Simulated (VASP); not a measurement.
TlCl:

```
Tl Cl
1.0
     3.83883    0.00000    0.00000
     0.00000    3.83883    0.00000
     0.00000    0.00000    3.83883
Tl Cl
1 1
Direct
  0.00000 0.00000 0.00000
  0.50000 0.50000 0.50000
```

Base run:

```yaml
Program: VASP 6.6.1
Functional: PBE
Potentials_or_basis: VASP PAW PBE potentials, release 64 (Tl_d, Cl)
Cutoff: 500 eV
k_mesh: 6 × 6 × 6
Occupations: gaussian, width 0.01 eV
Spin: no spin polarisation
```

Its results: band gap on the k mesh 2.09 eV, direct; pressure 1.1 GPa.

Question: The run is repeated on the same cell with these changes: functional from PBE to r2SCAN; cutoff from 500 eV to 550 eV. What comes out?

Answer: Band gap on the k mesh 2.52 eV, direct; pressure -0.1 GPa.

r2SCAN gives the wider gap, since meta-GGAs in the generalised Kohn-Sham scheme recover part of the derivative discontinuity.

Caveats: spin-orbit coupling is left out, which moves the levels of the heavy elements; the PAW data sets were made with another functional, which shifts forces and pressure a little (some runs).

A k mesh can miss the band edges.
